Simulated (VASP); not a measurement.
# Ti2SeS (P1) in VASP: single point with PBE

Aim: the single point of Ti2SeS with PBE.

All numbers are computed with VASP 6.6.1; they aren't measurements. Logs are shortened: lines on timing, memory, paths and dates and some standing lists are left out, and cuts for length are marked.

### Step 1. The cell of the first run

The typed cell holds 8 atoms: a = 3.605 Å, b = 3.604 Å, c = 11.737 Å, α = 90.01°, β = 89.99°, γ = 120.00°.

### Step 2. Single point, PBE

File INCAR:

```
SYSTEM = Ti2SeS
ALGO = Normal ; EDIFF = 1E-7
ENCUT = 520 ; GGA = PE
ISIF = 2 ; ISMEAR = 0
LASPH = .TRUE. ; LCHARG = .FALSE.
LREAL = .FALSE. ; LWAVE = .FALSE.
NBANDS = 46 ; NELM = 80
PREC = Accurate ; SIGMA = 0.2
```

File KPOINTS:

```
k-points
0
G
  6 6 2
  0 0 0
```

File POSCAR:

```
Ti2SeS
1.0
    3.6045233772      0.0000466859      0.0002419759
   -1.8022135189      3.1212005920     -0.0003406567
    0.0008531443     -0.0008821120     11.7368856725
Ti Se S
4 2 2
Direct
    0.6668268613      0.3333041039      0.8987860016
    0.3334133938      0.6667413688      0.1011675930
    0.6666129485      0.3333219284      0.6011777429
    0.3331422169      0.6666342574      0.3987940307
    0.3335162549      0.6666613912      0.7500260313
    0.6664851137      0.3333310454      0.2500181209
    0.0001238556      0.0000284804     -0.0000019071
   -0.0001206445     -0.0000225754      0.5000323865
```

Potentials or basis: VASP PAW PBE potentials, release 64 (Ti_sv, Se, S).

Launch:

```sh
> cat potpaw_PBE.64/Ti_sv/POTCAR potpaw_PBE.64/Se/POTCAR potpaw_PBE.64/S/POTCAR > POTCAR
> mpirun -np 1 vasp_std > vasp.out
```

OUTCAR:

```text
SYSTEM = Ti2SeS
   EDIFF = 1E-7
   ENCUT = 520
   GGA = PE
   ISIF = 2
   ISMEAR = 0
   LASPH = .TRUE.
   LREAL = .FALSE.
   NELM = 80
   PREC = Accurate

 ion  position               nearest neighbor table
   1  0.667  0.333  0.899-   7 2.40   7 2.40   7 2.40   5 2.72   5 2.72   5 2.72
   2  0.333  0.667  0.101-   7 2.40   7 2.40   7 2.40   6 2.72   6 2.72   6 2.72
   3  0.667  0.333  0.601-   8 2.40   8 2.40   8 2.40   5 2.72   5 2.72   5 2.72
   4  0.333  0.667  0.399-   8 2.40   8 2.40   8 2.40   6 2.72   6 2.72   6 2.72
   5  0.334  0.667  0.750-   1 2.72   3 2.72   1 2.72   1 2.72   3 2.72   3 2.72
   6  0.666  0.333  0.250-   4 2.72   2 2.72   4 2.72   4 2.72   2 2.72   2 2.72
   7  0.000  0.000  1.000-   2 2.40   2 2.40   1 2.40   2 2.40   1 2.40   1 2.40
   8  1.000  1.000  0.500-   3 2.40   3 2.40   4 2.40   3 2.40   4 2.40   4 2.40

  LATTYP: Found a base centered monoclinic cell.
 ALAT       =    25.8423543821
 B/A-ratio  =     0.2415841000
 C/A-ratio  =     0.4750776145
 COS(beta)  =    -0.9910717554

  Lattice vectors:

 A1 = (  -0.0009494837,  -6.2415657579, -11.7364463350)
 A2 = (   5.4058837518,  -3.1202717941, -11.7363030399)
 A3 = (  -1.8013603746,   3.1203184800,  11.7365450158)

Analysis of symmetry for initial positions (statically):
=====================================================================
 Subroutine PRICEL returns:
 Original cell was already a primitive cell.

 Routine SETGRP: Setting up the symmetry group for a
 base centered monoclinic supercell.

 Subroutine GETGRP returns: Found  1 space group operations
 (whereof  1 operations were pure point group operations)
 out of a pool of  4 trial point group operations.

The static configuration has the point symmetry C_1 .

Analysis of symmetry for dynamics (positions and initial velocities):
=====================================================================
 Subroutine PRICEL returns:
 Original cell was already a primitive cell.

 Routine SETGRP: Setting up the symmetry group for a
 base centered monoclinic supercell.

 Subroutine GETGRP returns: Found  1 space group operations
 (whereof  1 operations were pure point group operations)
 out of a pool of  4 trial point group operations.

The dynamic configuration has the point symmetry C_1 .

 Subroutine INISYM returns: Found  1 space group operations
 (whereof  1 operations are pure point group operations),
 and found     1 'primitive' translations

----------------------------------------------------------------------------------------

                                     Primitive cell

  volume of cell :     132.0461

  direct lattice vectors                    reciprocal lattice vectors
     3.604523377  0.000046686  0.000241976     0.277427116  0.160189286 -0.000008127
    -1.802213519  3.121200592 -0.000340657    -0.000004151  0.320387139  0.000024080
     0.000853144 -0.000882112 11.736885672    -0.000005720  0.000005996  0.085201478

  length of vectors
     3.604523386  3.604145782 11.736885737     0.320353573  0.320387140  0.085201479

  position of ions in fractional coordinates (direct lattice)
     0.666826861  0.333304104  0.898786002
     0.333413394  0.666741369  0.101167593
     0.666612949  0.333321928  0.601177743
     0.333142217  0.666634257  0.398794031
     0.333516255  0.666661391  0.750026031
     0.666485114  0.333331045  0.250018121
     0.000123856  0.000028480  0.999998093
     0.999879355  0.999977425  0.500032387

  ion indices of the primitive-cell ions
   primitive index   ion index
                 1           1
                 2           2
                 3           3
                 4           4
                 5           5
                 6           6
                 7           7
                 8           8

----------------------------------------------------------------------------------------

 KPOINTS: k-points

Automatic generation of k-mesh.
 Grid dimensions read from file:
 generate k-points for:    6    6    2

 Generating k-lattice:

  Cartesian coordinates                     Fractional coordinates (reciprocal lattice)
     0.046237853  0.026698214 -0.000001354     0.166666667 -0.000000000 -0.000000000
    -0.000000692  0.053397856  0.000004013    -0.000000000  0.166666667  0.000000000
    -0.000002860  0.000002998  0.042600739     0.000000000 -0.000000000  0.500000000

  Length of vectors
     0.053392262  0.053397857  0.042600739

  Shift w.r.t. Gamma in fractional coordinates (k-lattice)
     0.000000000  0.000000000  0.000000000

 -----------------------------------------------------------------------------
|                                                                             |
|           W    W    AA    RRRRR   N    N  II  N    N   GGGG   !!!           |
|           W    W   A  A   R    R  NN   N  II  NN   N  G    G  !!!           |
|           W    W  A    A  R    R  N N  N  II  N N  N  G       !!!           |
|           W WW W  AAAAAA  RRRRR   N  N N  II  N  N N  G  GGG   !            |
|           WW  WW  A    A  R   R   N   NN  II  N   NN  G    G                |
|           W    W  A    A  R    R  N    N  II  N    N   GGGG   !!!           |
|                                                                             |
|     Your reciprocal lattice and k-lattice belong to different lattice       |
|     classes:                                                                |
|                                                                             |
|        The reciprocal lattice is base-centered monoclinic,                  |
|        whereas your k-lattice is triclinic.                                 |
|                                                                             |
|     Results are often still useful ...                                      |
|                                                                             |
 -----------------------------------------------------------------------------

 Subroutine IBZKPT returns following result:
 ===========================================

 Found     40 irreducible k-points:

 Following reciprocal coordinates:
            Coordinates               Weight
  0.000000  0.000000  0.000000      1.000000
  0.166667  0.000000  0.000000      2.000000
 -0.166667  0.166667  0.000000      2.000000
  0.333333  0.000000  0.000000      2.000000
 -0.333333  0.333333  0.000000      2.000000
  0.500000 -0.000000  0.000000      1.000000
[... 16 lines left out ...]
 -0.166667  0.166667  0.500000      2.000000
  0.333333  0.000000  0.500000      2.000000
 [... further k-points ...]
   k-points           NKPTS =     40   k-points in BZ     NKDIM =     40   number of bands    NBANDS=     46
   number of dos      NEDOS =    301   number of ions     NIONS =      8
   total plane-waves  NPLWV =  70560
   dimension x,y,z NGX =    28 NGY =   28 NGZ =   90
   dimension x,y,z NGXF=    56 NGYF=   56 NGZF=  180
   ions per type =               4   2   2
   NGX,Y,Z   is equivalent  to a cutoff of  12.91, 12.92, 12.75 a.u.
   NGXF,Y,Z  is equivalent  to a cutoff of  25.83, 25.83, 25.50 a.u.
 SYSTEM =  Ti2SeS
   PREC   = accura    normal or accurate (medium, high low for compatibility)
   ISTART =      0    job   : 0-new  1-cont  2-samecut
   ICHARG =      2    charge: 1-file 2-atom 10-const
   ISPIN  =      1    spin polarized calculation?
   LNONCOLLINEAR =      F non collinear calculations
   LSORBIT =      F    spin-orbit coupling
   LASPH  =      T    aspherical Exc in radial PAW
   ENCUT  =  520.0 eV  38.22 Ry    6.18 a.u.   6.70  6.70 21.82*2*pi/ulx,y,z
   NELM   =     80;   NELMIN=  2; NELMDL= -5     # of ELM steps
   EDIFF  = 0.1E-06   stopping-criterion for ELM
   LREAL  =      F    real-space projection
   EDIFFG = 0.1E-05   stopping-criterion for IOM
   NSW    =      0    number of steps for IOM
   IBRION =     -1    ionic relax: 0-MD 1-quasi-New 2-CG
   NFREE  =      0    steps in history (QN), initial steepest desc. (CG)
   ISIF   =      2    stress and relaxation
   ISYM   =      2    0-nonsym 1-usesym 2-fastsym
   POTIM  = 0.5000    time-step for ionic-motion
   TEBEG  =    0.0;   TEEND  =   0.0 temperature during run
   PSTRESS=    0.0 pullay stress
   NELECT =      72.0000    total number of electrons
   NUPDOWN=      -1.0000    fix difference up-down
   EMIN   =  10.00;   EMAX   =-10.00  energy-range for DOS
   EFERMI =   0.00;   METHOD = LEGACY
   ISMEAR =     0;   SIGMA  =   0.20  broadening in eV -4-tet -1-fermi 0-gaus
   EFERMI_NEDOS =   21; number of points for ismear=-14 and -15
   IALGO  =     38    algorithm
   IMIX   =      4    mixing-type and parameters
     AMIX     =   0.40;   BMIX     =  1.00
     AMIX_MAG =   1.60;   BMIX_MAG =  1.00
  volume/ion in A,a.u.               =      16.51       111.39
  Fermi-wavevector in a.u.,A,eV,Ry     =   1.337449  2.527411 24.337678  1.788769
  Thomas-Fermi vector in A             =   2.465996
   LORBIT       =      0    0 simple, 1 ext, 2 COOP (PROOUT), +10 PAW based schemes
   GGA     = PE    functional components
   LHFCALC =     F    Hartree Fock is set to
   AEXX    =    0.0000 exact exchange contribution
   IVDW    =     0    specifies the selected vdW correction
   LEPSILON=     F    determine dielectric tensor
   LRPA    =     F    only Hartree local field effects (RPA)
 non-spin polarized calculation
 Gauss-broadening in eV      SIGMA  =   0.20
  energy-cutoff  :      520.00
  volume of cell :      132.05
 maximum number of plane-waves:      3583
   NGX = 13   NGY = 13   NGZ = 43

 number of electron      72.0000009 magnetization

 Free energy of the ion-electron system (eV)
  ---------------------------------------------------
  ext. energy  EPLUGINS =         0.00000000
  ---------------------------------------------------
  free energy    TOTEN  =       -56.29405339 eV

  energy without entropy =      -56.16986143  energy(sigma->0) =      -56.23195741

 E-fermi :   9.2683     XC(G=0): -11.3104

 val. band max:        9.2599897678   @ k =   0.5000   0.1667   0.0000
 cond. band min:       9.3307306658   @ k =   0.0000   0.3333   0.5000
 fundamental gap:      0.0707408981
 Fermi energy:         9.2682827246

 k-point     1 :       0.0000    0.0000    0.0000
  band No.  band energies     occupation
      1     -48.3706      2.00000
      2     -48.3684      2.00000
      3     -48.3446      2.00000
      4     -48.3424      2.00000
      5     -24.7886      2.00000
      6     -24.7529      2.00000
[... 38 lines left out ...]
     45      10.3294      0.00000
     46      10.6984      0.00000

 k-point     2 :       0.1667    0.0000    0.0000
  band No.  band energies     occupation
      1     -48.3675      2.00000
      2     -48.3653      2.00000
      3     -48.3446      2.00000
      4     -48.3424      2.00000
      5     -24.7812      2.00000
      6     -24.7491      2.00000
[... 38 lines left out ...]
     45      10.4404      0.00000
     46      10.4591      0.00000

 k-point     3 :      -0.1667    0.1667    0.0000
  band No.  band energies     occupation
      1     -48.3675      2.00000
      2     -48.3653      2.00000
      3     -48.3446      2.00000
      4     -48.3424      2.00000
      5     -24.7812      2.00000
      6     -24.7491      2.00000
[... 38 lines left out ...]
     45      10.4396      0.00000
     46      10.4595      0.00000

 k-point     4 :       0.3333    0.0000    0.0000
  band No.  band energies     occupation
      1     -48.3603      2.00000
      2     -48.3581      2.00000
      3     -48.3454      2.00000
      4     -48.3433      2.00000
      5     -24.7725      2.00000
      6     -24.7531      2.00000
[... 920 lines left out ...]
     45      10.4312      0.00000
     46      10.4315      0.00000

 k-point    23 :      -0.1667    0.1667    0.5000
  band No.  band energies     occupation
      1     -48.3664      2.00000
      2     -48.3664      2.00000
      3     -48.3434      2.00000
      4     -48.3434      2.00000
      5     -24.7670      2.00000
      6     -24.7669      2.00000
[... 38 lines left out ...]
     45      10.4312      0.00000
     46      10.4319      0.00000

 k-point    24 :       0.3333    0.0000    0.5000
  band No.  band energies     occupation
      1     -48.3593      2.00000
      2     -48.3593      2.00000
      3     -48.3443      2.00000
      4     -48.3442      2.00000
      5     -24.7637      2.00000
      6     -24.7637      2.00000
[... 38 lines left out ...]
     45      10.8040      0.00000
     46      10.8043      0.00000

 [... further k-points ...]

------------------------ aborting loop because EDIFF is reached ----------------------------------------

  FORCE on cell =-STRESS in cart. coord.  units (eV):
  Direction    XX          YY          ZZ          XY          YZ          ZX
  --------------------------------------------------------------------------------------
  -------------------------------------------------------------------------------------
  Total        0.1257775      0.1368996      0.0682999     -0.0074170      0.0088453     -0.0100158
  in kB        1.5261177      1.6610673      0.8287145     -0.0899937      0.1073244     -0.1215269
  external PRESSURE =       1.3386331 kB  Pullay stress =       0.0000000 kB

 VOLUME and BASIS-vectors are now :
 -----------------------------------------------------------------------------
  energy-cutoff  :      520.00
  volume of cell :      132.05
      direct lattice vectors                 reciprocal lattice vectors
     3.604523377  0.000046686  0.000241976     0.277427116  0.160189286 -0.000008127
    -1.802213519  3.121200592 -0.000340657    -0.000004151  0.320387139  0.000024080
     0.000853144 -0.000882112 11.736885672    -0.000005720  0.000005996  0.085201478

 POSITION                                       TOTAL-FORCE (eV/Angst)
 -----------------------------------------------------------------------------------
      1.80367      1.03955     10.54900        -0.000489      0.000211     -0.008488
      0.00027      2.08096      1.18725        -0.000598     -0.000257      0.011381
      1.80262      1.03987      7.05600        -0.000401      0.000039      0.011992
     -0.00026      2.08036      4.68045         0.001736      0.000087     -0.008247
      0.00134      2.08014      8.80282        -0.002746     -0.000448     -0.002239
      1.80184      1.04020      2.93448         0.002601      0.000610     -0.001557
      0.00125     -0.00079     11.73686        -0.000548     -0.000352      0.000210
      1.80234      3.12074      5.86872         0.000445      0.000111     -0.003051
 -----------------------------------------------------------------------------------
    total drift:                               -0.000000      0.000006      0.000221

  FREE ENERGIE OF THE ION-ELECTRON SYSTEM (eV)
  ---------------------------------------------------
  free  energy   TOTEN  =       -56.2940533897 eV

  energy  without entropy=      -56.1698614301  energy(sigma->0) =      -56.23195741
```

Run time: 2.6 min. Hardware: 1 thread of Intel Xeon 6975P-C (Granite Rapids), shared host; peak memory 0.38 GiB.

Results:

| Item | Value |
| --- | --- |
| Free energy | -56.2941 eV |
| Pressure | 0.1 GPa |
| Largest force | 0.012 eV/Å |
| Band gap on the k mesh | zero (band 36 reaches 9.73 eV, above the bottom of band 37 at 8.52 eV) |

Forces in eV/Å, atoms in the order of the input:
```
Ti   0.000  0.000 -0.008
Ti  -0.001  0.000  0.011
Ti   0.000  0.000  0.012
Ti   0.002  0.000 -0.008
Se  -0.003  0.000 -0.002
Se   0.003  0.001 -0.002
S   -0.001  0.000  0.000
S    0.000  0.000 -0.003
```

Stress tensor (GPa, compression positive):
```
 0.15 -0.01 -0.01
-0.01  0.17  0.01
-0.01  0.01  0.08
```
